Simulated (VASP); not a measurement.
Here is a VASP 6.6.1 calculation.

Contents of INCAR:

```
PREC     = Accurate       # precision mode
ENCUT    = 520            # plane-wave cutoff, eV
EDIFF    = 1E-6           # SCF threshold, eV
ISMEAR   = 0              # smearing method
SIGMA    = 0.05           # smearing width, eV
LREAL    = False          # projectors in reciprocal space
LASPH    = True           # aspherical terms in the spheres
NELM     = 60             # most SCF steps
ALGO     = Normal         # electronic algorithm
ISIF     = 2              # what is computed and relaxed
LWAVE    = False          # write WAVECAR
LCHARG   = False          # write CHGCAR
GGA      = PS             # functional
NBANDS   = 17             # bands
```

File KPOINTS:

```
regular mesh
0
Gamma
  8 8 8
```

The input POSCAR:

```
SnTe
1.0
   -0.0314408921      3.1440892064      3.1440892064
    3.1440892064     -0.0314408921      3.1440892064
    3.1126483143      3.1126483143      0.0000000000
Sn Te
1 1
Direct
    0.5000000000      0.5000000000      0.5000000000
    0.0000000000      0.0000000000      0.0000000000
```

Potentials or basis: VASP PAW PBE potentials, release 64 (Sn_d, Te).

The run is started by

```bash
$ cat potpaw_PBE.64/Sn_d/POTCAR potpaw_PBE.64/Te/POTCAR > POTCAR
$ mpirun -np 1 vasp_std > vasp.out
```

**Question.** What does it give for the band gap on the k mesh?

**Answer.** 0.06 eV, indirect (least direct gap 0.16 eV).

**Question.** Estimate the pressure.

**Answer.** 0.0 GPa.

Stress tensor (GPa, compression positive):
```
0.00 0.30 0.00
0.30 0.00 0.00
0.00 0.00 0.00
```

Caveat: the PAW data sets were made with another functional, which shifts forces and pressure a little; spin-orbit coupling is left out, which moves the levels of the heavy elements. A k mesh can miss the band edges.
